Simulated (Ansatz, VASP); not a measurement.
**Two plane-wave programs on Sc**

```
CELL_PARAMETERS angstrom
0.00000 2.32685 2.32685
2.32685 0.00000 2.32685
2.32685 2.32685 0.00000
ATOMIC_POSITIONS crystal
Sc 0.00000 0.00000 0.00000
```

Alike in both runs: task single point; functional PBE; k mesh 8 × 8 × 8; no spin polarisation; Hubbard terms Sc d U = 3.0 eV.

```csv
,VASP,Ansatz
version,VASP 6.6.1,Ansatz 0.2.0
potentials or method,"VASP PAW PBE potentials, release 64 (Sc_sv), cutoff 520 eV","scalar-relativistic, plane waves, PAW"
occupations,"methfessel-paxton of order 1, width 0.1 eV",methfessel-paxton of order 1
valence electrons in the cell,11,11
```

VASP gave:

| Item | Value |
| --- | --- |
| gap on the k mesh at the Fermi level (eV) | none |
| pressure (GPa) | 4.3 |

**Question.** Estimate Ansatz's values.

**Answer.** gap on the k mesh at the Fermi level (eV): none; pressure (GPa): 7.4.

The programs project onto different local orbitals, so the same U acts differently, and such runs can settle in different states. A gap of «none» marks a metal or a gap that the smearing closes. Ansatz's warnings: filled band counts differ across k points.
